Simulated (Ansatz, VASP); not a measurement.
## SiO2 in VASP and in Ansatz

The input INCAR:

```
SYSTEM = SiO2
PREC = Accurate
ENCUT = 520
EDIFF = 1E-8
ISMEAR = -1
SIGMA = 0.02
LREAL = .FALSE.
LASPH = .TRUE.
NELM = 80
ALGO = Normal
ISIF = 2
LWAVE = .FALSE.
LCHARG = .FALSE.
GGA = PE
LEFG = .TRUE.
NBANDS = 44
```

KPOINTS

```
regular mesh
0
G
  5 5 4
  0 0 0
```

The input POSCAR:

```
SiO2
1.0
    4.5990000000      0.0000000000      0.0000000000
    0.0000000000      4.5990000000      0.0000000000
    0.0000000000      0.0000000000      6.1300000000
Si O
4 8
Direct
    0.3396000000      0.3396000000      0.0000000000
    0.1604000000      0.8396000000      0.2500000000
    0.6604000000      0.6604000000      0.5000000000
    0.8396000000      0.1604000000      0.7500000000
    0.2238000000      0.1800000000      0.2164000000
    0.3200000000      0.7238000000      0.4664000000
    0.7762000000      0.8200000000      0.7164000000
    0.6800000000      0.2762000000      0.9664000000
    0.7238000000      0.3200000000      0.5336000000
    0.8200000000      0.7762000000      0.2836000000
    0.2762000000      0.6800000000      0.0336000000
    0.1800000000      0.2238000000      0.7836000000
```

Input for Ansatz:

```yaml
crystal:
  lattice:
    - [4.599, 0.0, 0.0]
    - [0.0, 4.599, 0.0]
    - [0.0, 0.0, 6.13]
  atoms:
    - { symbol: Si, position: [0.3396, 0.3396, 0.0] }
    - { symbol: Si, position: [0.1604, 0.8396, 0.25] }
    - { symbol: Si, position: [0.6604, 0.6604, 0.5] }
    - { symbol: Si, position: [0.8396, 0.1604, 0.75] }
    - { symbol: O, position: [0.2238, 0.18, 0.2164] }
    - { symbol: O, position: [0.32, 0.7238, 0.4664] }
    - { symbol: O, position: [0.7762, 0.82, 0.7164] }
    - { symbol: O, position: [0.68, 0.2762, 0.9664] }
    - { symbol: O, position: [0.7238, 0.32, 0.5336] }
    - { symbol: O, position: [0.82, 0.7762, 0.2836] }
    - { symbol: O, position: [0.2762, 0.68, 0.0336] }
    - { symbol: O, position: [0.18, 0.2238, 0.7836] }
kpoints:
  mp_grid: { grid: [5, 5, 4] }
scf:
  occupations: { method: fermi_dirac, width: 0.02 }
hamiltonian:
  xc: pbe
  pseudopotentials: { kind: paw, frozen_core: stored }
output:
  forces: true
  stress: true
  populations: true
  efg: { quadrupole_moments_barn: { O: -0.02558 } }
```

Alike in both runs: task electric field gradients; functional PBE; k mesh 5 × 5 × 4; occupations fermi-dirac, width 0.02 eV; no spin polarisation.

|  | VASP | Ansatz |
| --- | --- | --- |
| version | VASP 6.6.1 | Ansatz 0.2.0 |
| potentials or method | VASP PAW PBE potentials, release 64 (Si, O) | plane-wave PAW, scalar-relativistic |
| plane-wave cutoff (eV) | 520 | 420 |
| valence electrons in the cell | 64 | 64 |

|  | VASP | Ansatz | Ansatz less VASP |
| --- | --- | --- | --- |
| gap on the k mesh at the Fermi level (eV) | 6.12 | 6.12 | -0.003 |
| pressure (GPa) | 17.2 | 16.8 | -0.37 |
| traceless stress, the component that is largest in VASP (GPa) | 1.06 | 1.10 | +0.043 |
| rms of the force components (eV/Å) | 0.248 | 0.240 | -0.0086 |
| size of Vzz on the site where it differs most (V/Å²) | 75.2 | 81.3 | +6.11 |

Atom by atom the forces differ by 0.015 eV/Å (rms over components).
